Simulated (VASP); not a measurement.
# PdCl (CsCl type) (Pm-3m) in VASP: settings compared

The runs below take PdCl (CsCl type) through single point, with PBE, PBE+U.

Program: VASP 6.6.1. These are calculated values, not measurements. Logs are shortened: lines on timing, memory, paths and dates and some standing lists are left out, and cuts for length are marked.

## Step 1: The cell of the first run

It takes space group Pm-3m (No. 221, cubic). The conventional cell has a = 3.248 Å, b = 3.248 Å, c = 3.248 Å, α = 90.00°, β = 90.00°, γ = 90.00°. Within 3.7 Å of Pd (site symmetry m-3m) lie 8 Cl at 2.81 Å and 6 Pd at 3.25 Å. Cl (site symmetry m-3m) has 8 Pd at 2.81 Å and 6 Cl at 3.25 Å within 3.7 Å.

## Step 2: Single point, PBE

File INCAR:

```
SYSTEM = PdCl
ALGO     = Normal         ! electronic algorithm
EDIFF    = 1E-7           ! SCF threshold, eV
ENCUT    = 520            ! plane-wave cutoff, eV
GGA      = PE             ! functional
ISIF     = 2              ! what is computed and relaxed
ISMEAR   = -1             ! smearing method
LASPH    = .TRUE.         ! aspherical terms in the spheres
LCHARG   = .FALSE.        ! write CHGCAR
LREAL    = .FALSE.        ! projectors in reciprocal space
LWAVE    = .FALSE.        ! write WAVECAR
NBANDS   = 16             ! bands
NELM     = 60             ! most SCF steps
PREC     = Accurate       ! precision mode
SIGMA    = 0.08           ! smearing width, eV
```

File KPOINTS:

```
k-points
0
G
  15 15 15
  0 0 0
```

File POSCAR:

```
PdCl
1.0
    3.2475712111      0.0000000000      0.0000000000
    0.0000000000      3.2475712111      0.0000000000
    0.0000000000      0.0000000000      3.2475712111
Pd Cl
1 1
Direct
    0.0000000000      0.0000000000      0.0000000000
    0.5000000000      0.5000000000      0.5000000000
```

Potentials or basis: VASP PAW PBE potentials, release 64 (Pd, Cl).

Started as:

```sh
> cat potpaw_PBE.64/Pd/POTCAR potpaw_PBE.64/Cl/POTCAR > POTCAR
> mpirun -np 1 vasp_std > vasp.out
```

OUTCAR:

```text
SYSTEM = PdCl
   EDIFF = 1E-7
   ENCUT = 520
   GGA = PE
   ISIF = 2
   ISMEAR = -1
   LASPH = .TRUE.
   LREAL = .FALSE.
   NELM = 60
   PREC = Accurate

 ion  position               nearest neighbor table
   1  0.000  0.000  0.000-   2 2.81   2 2.81   2 2.81   2 2.81   2 2.81   2 2.81   2 2.81   2 2.81

   2  0.500  0.500  0.500-   1 2.81   1 2.81   1 2.81   1 2.81   1 2.81   1 2.81   1 2.81   1 2.81

  LATTYP: Found a simple cubic cell.
 ALAT       =     3.2475712111

  Lattice vectors:

 A1 = (   3.2475712111,   0.0000000000,   0.0000000000)
 A2 = (   0.0000000000,   3.2475712111,   0.0000000000)
 A3 = (   0.0000000000,   0.0000000000,   3.2475712111)

Analysis of symmetry for initial positions (statically):
=====================================================================
 Subroutine PRICEL returns:
 Original cell was already a primitive cell.

 Routine SETGRP: Setting up the symmetry group for a
 simple cubic supercell.

 Subroutine GETGRP returns: Found 48 space group operations
 (whereof 48 operations were pure point group operations)
 out of a pool of 48 trial point group operations.

The static configuration has the point symmetry O_h .

Analysis of symmetry for dynamics (positions and initial velocities):
=====================================================================
 Subroutine PRICEL returns:
 Original cell was already a primitive cell.

 Routine SETGRP: Setting up the symmetry group for a
 simple cubic supercell.

 Subroutine GETGRP returns: Found 48 space group operations
 (whereof 48 operations were pure point group operations)
 out of a pool of 48 trial point group operations.

The dynamic configuration has the point symmetry O_h .

 Subroutine INISYM returns: Found 48 space group operations
 (whereof 48 operations are pure point group operations),
 and found     1 'primitive' translations

----------------------------------------------------------------------------------------

                                     Primitive cell

  volume of cell :      34.2512

  direct lattice vectors                    reciprocal lattice vectors
     3.247571211  0.000000000  0.000000000     0.307922424  0.000000000  0.000000000
     0.000000000  3.247571211  0.000000000     0.000000000  0.307922424  0.000000000
     0.000000000  0.000000000  3.247571211     0.000000000  0.000000000  0.307922424

  length of vectors
     3.247571211  3.247571211  3.247571211     0.307922424  0.307922424  0.307922424

  position of ions in fractional coordinates (direct lattice)
[... 73 lines left out ...]
   ISPIN  =      1    spin polarized calculation?
   LNONCOLLINEAR =      F non collinear calculations
   LSORBIT =      F    spin-orbit coupling
   LASPH  =      T    aspherical Exc in radial PAW
   ENCUT  =  520.0 eV  38.22 Ry    6.18 a.u.   6.04  6.04  6.04*2*pi/ulx,y,z
   NELM   =     60;   NELMIN=  2; NELMDL= -5     # of ELM steps
   EDIFF  = 0.1E-06   stopping-criterion for ELM
   LREAL  =      F    real-space projection
   EDIFFG = 0.1E-05   stopping-criterion for IOM
   NSW    =      0    number of steps for IOM
   IBRION =     -1    ionic relax: 0-MD 1-quasi-New 2-CG
   NFREE  =      0    steps in history (QN), initial steepest desc. (CG)
   ISIF   =      2    stress and relaxation
   ISYM   =      2    0-nonsym 1-usesym 2-fastsym
   POTIM  = 0.5000    time-step for ionic-motion
   TEBEG  =    0.0;   TEEND  =   0.0 temperature during run
   PSTRESS=    0.0 pullay stress
   NELECT =      17.0000    total number of electrons
   NUPDOWN=      -1.0000    fix difference up-down
   EMIN   =  10.00;   EMAX   =-10.00  energy-range for DOS
   EFERMI =   0.00;   METHOD = LEGACY
   ISMEAR =    -1;   SIGMA  =   0.08  broadening in eV -4-tet -1-fermi 0-gaus
   EFERMI_NEDOS =   21; number of points for ismear=-14 and -15
   IALGO  =     38    algorithm
   IMIX   =      4    mixing-type and parameters
     AMIX     =   0.40;   BMIX     =  1.00
     AMIX_MAG =   1.60;   BMIX_MAG =  1.00
  volume/ion in A,a.u.               =      17.13       115.57
  Fermi-wavevector in a.u.,A,eV,Ry     =   1.296181  2.449428 22.858961  1.680086
  Thomas-Fermi vector in A             =   2.427654
   LORBIT       =      0    0 simple, 1 ext, 2 COOP (PROOUT), +10 PAW based schemes
   GGA     = PE    functional components
   LHFCALC =     F    Hartree Fock is set to
   AEXX    =    0.0000 exact exchange contribution
   IVDW    =     0    specifies the selected vdW correction
   LEPSILON=     F    determine dielectric tensor
   LRPA    =     F    only Hartree local field effects (RPA)
 non-spin polarized calculation
  energy-cutoff  :      520.00
  volume of cell :       34.25
 maximum number of plane-waves:       937
   NGX = 13   NGY = 13   NGZ = 13

 number of electron      17.0000002 magnetization

 Free energy of the ion-electron system (eV)
  ---------------------------------------------------
  ext. energy  EPLUGINS =         0.00000000
  ---------------------------------------------------
  free energy    TOTEN  =        -6.63665347 eV

  energy without entropy =       -6.57951391  energy(sigma->0) =       -6.60808369

 E-fermi :   6.8095     XC(G=0): -11.3970

 val. band max:        6.8046725933   @ k =   0.3333   0.0667   0.0667
 cond. band min:       6.8106667713   @ k =   0.4000   0.2000   0.0667
 fundamental gap:      0.0059941780
 Fermi energy:         6.8095135245

 k-point     1 :       0.0000    0.0000    0.0000
  band No.  band energies     occupation
      1      -9.8268      2.00000
      2       3.8583      2.00000
      3       3.8583      2.00000
      4       3.8583      2.00000
      5       4.1199      2.00000
      6       4.1199      2.00000
[... 433 lines left out ...]
      3       2.4031      2.00000
      4       3.4583      2.00000
      5       4.6335      2.00000
      6       5.5762      2.00000
[... 8 lines left out ...]
     15      21.4089      0.00000
     16      22.1156      0.00000

 [... further k-points ...]
[... 5 lines left out ...]
  --------------------------------------------------------------------------------------
  -------------------------------------------------------------------------------------
  Total       -0.0242869     -0.0242869     -0.0242869      0.0000000     -0.0000000      0.0000000
  in kB       -1.1360751     -1.1360751     -1.1360751      0.0000000     -0.0000000      0.0000000
  external PRESSURE =      -1.1360751 kB  Pullay stress =       0.0000000 kB

 VOLUME and BASIS-vectors are now :
 -----------------------------------------------------------------------------
  energy-cutoff  :      520.00
  volume of cell :       34.25
      direct lattice vectors                 reciprocal lattice vectors
     3.247571211  0.000000000  0.000000000     0.307922424  0.000000000  0.000000000
     0.000000000  3.247571211  0.000000000     0.000000000  0.307922424  0.000000000
     0.000000000  0.000000000  3.247571211     0.000000000  0.000000000  0.307922424

 POSITION                                       TOTAL-FORCE (eV/Angst)
 -----------------------------------------------------------------------------------
      0.00000      0.00000      0.00000         0.000000      0.000000      0.000000
      1.62379      1.62379      1.62379         0.000000      0.000000      0.000000
 -----------------------------------------------------------------------------------
    total drift:                                0.000000      0.000000     -0.000000

  FREE ENERGIE OF THE ION-ELECTRON SYSTEM (eV)
  ---------------------------------------------------
  free  energy   TOTEN  =        -6.6366534725 eV

  energy  without entropy=       -6.5795139120  energy(sigma->0) =       -6.60808369
```

stdout:

```text
POSCAR found type information on POSCAR PdCl
 POSCAR found :  2 types and       2 ions
 scaLAPACK will be used
 LDA part: xc-table for (Slater+PW92), standard interpolation
 POSCAR, INCAR and KPOINTS ok, starting setup
 FFT: planning ... GRIDC
 FFT: planning ... GRID_SOFT
 FFT: planning ... GRID
 WAVECAR not read
 entering main loop
```

Run time: 71 s. Hardware: 1 thread of AMD EPYC 7R13, shared host; peak memory 0.16 GiB.

Results:

```
Free energy : -6.6367 eV
Pressure    : -0.1 GPa
```

Caveat: an odd number of electrons without spin polarisation forces a metal; a magnetic or distorted state may lie lower.

## Step 3: Single point, PBE

File INCAR:

```
SYSTEM = PdCl
PREC     = Accurate       ! precision mode
ENCUT    = 520            ! plane-wave cutoff, eV
EDIFF    = 1E-6           ! SCF threshold, eV
ISMEAR   = -1             ! smearing method
SIGMA    = 0.08           ! smearing width, eV
LREAL    = .False.        ! projectors in reciprocal space
LASPH    = .True.         ! aspherical terms in the spheres
NELM     = 100            ! most SCF steps
ALGO     = Normal         ! electronic algorithm
ISIF     = 2              ! what is computed and relaxed
LWAVE    = .False.        ! write WAVECAR
LCHARG   = .False.        ! write CHGCAR
GGA      = PE             ! functional
NBANDS   = 16             ! bands
```

File KPOINTS:

```
regular mesh
0
Gamma
  15 15 15
  0 0 0
```

File POSCAR:

```
PdCl
1.0
    3.2475711628      0.0000000000      0.0000000000
    0.0000000000      3.2475711628      0.0000000000
    0.0000000000      0.0000000000      3.2475711628
Pd Cl
1 1
Direct
    0.0000000000      0.0000000000      0.0000000000
    0.5000000000      0.5000000000      0.5000000000
```

Potentials or basis: VASP PAW PBE potentials, release 64 (Pd, Cl).

Started as:

```sh
> cat potpaw_PBE.64/Pd/POTCAR potpaw_PBE.64/Cl/POTCAR > POTCAR
> mpirun -np 1 vasp_std > vasp.out
```

Run time: 73 s. Hardware: 1 thread of AMD EPYC 7R13, shared host; peak memory 0.16 GiB.

The run converged. Its results:

| Property | Result |
| --- | --- |
| Free energy | -6.6367 eV |
| Pressure | -0.1 GPa |

Levels at points of the mesh, in eV from the Fermi level:
| k point | band 5 | band 6 | band 7 | band 8 | band 9 | band 10 | band 11 | band 12 | band 13 | band 14 |
| --- | --- | --- | --- | --- | --- | --- | --- | --- | --- | --- |
| (0.00, 0.00, 0.00) | -2.69 | -2.69 | -1.02 | -1.02 | -1.02 | 0.61 | 9.05 | 9.05 | 15.02 | 15.02 |

Caveat: an odd number of electrons without spin polarisation forces a metal; a magnetic or distorted state may lie lower.

## Step 4: Single point, PBE+U

This run uses another cell than the first one, of 9.42 Å³/atom, 0.550 times its volume.

File INCAR:

```
  ALGO = Normal
  EDIFF = 1E-6
  ENCUT = 520
  GGA = PE
  ISIF = 2
  ISMEAR = -1
  LASPH = True
  LCHARG = False
  LDAU = True
  LDAUJ = 0 0
  LDAUL = 2 -1
  LDAUPRINT = 1
  LDAUTYPE = 2
  LDAUU = 6 0
  LMAXMIX = 4
  LREAL = False
  LWAVE = False
  NBANDS = 16
  NELM = 150
  PREC = Accurate
  SIGMA = 0.08
```

File KPOINTS:

```
k-points
0
Gamma
  15 15 15
```

File POSCAR:

```
PdCl
1.0
    2.6608041710      0.0000000000      0.0000000000
    0.0000000000      2.6608041710      0.0000000000
    0.0000000000      0.0000000000      2.6608041710
Pd Cl
1 1
Direct
    0.0000000000      0.0000000000      0.0000000000
    0.5000000000      0.5000000000      0.5000000000
```

Started as:

```sh
> cat potpaw_PBE.64/Pd/POTCAR potpaw_PBE.64/Cl/POTCAR > POTCAR
> mpirun -np 1 vasp_std > vasp.out
```

It took 44 s on 1 thread of AMD EPYC 7R13, shared host; peak memory 0.12 GiB.

It converged, with:

| Quantity | Value |
| --- | --- |
| Free energy | 0.0681 eV |
| Pressure | 157.6 GPa |

Levels at points of the mesh, in eV from the Fermi level:
```csv
k point,band 6,band 7,band 8,band 9,band 10,band 11,band 12,band 13
"(0.00, 0.00, 0.00)",-4.79,-4.18,-4.18,-4.18,5.69,8.21,8.21,18.35
```

Eigenvalues of the final occupation matrices:
```
    site  spin  trace               eigenvalues
site 1 d     1   5.12  1.02 1.02 1.02 1.03 1.03
site 1 d     2   5.12  1.02 1.02 1.02 1.03 1.03
```

Caveat: an odd number of electrons without spin polarisation forces a metal; a magnetic or distorted state may lie lower; U without spin polarisation on a metal has little footing.
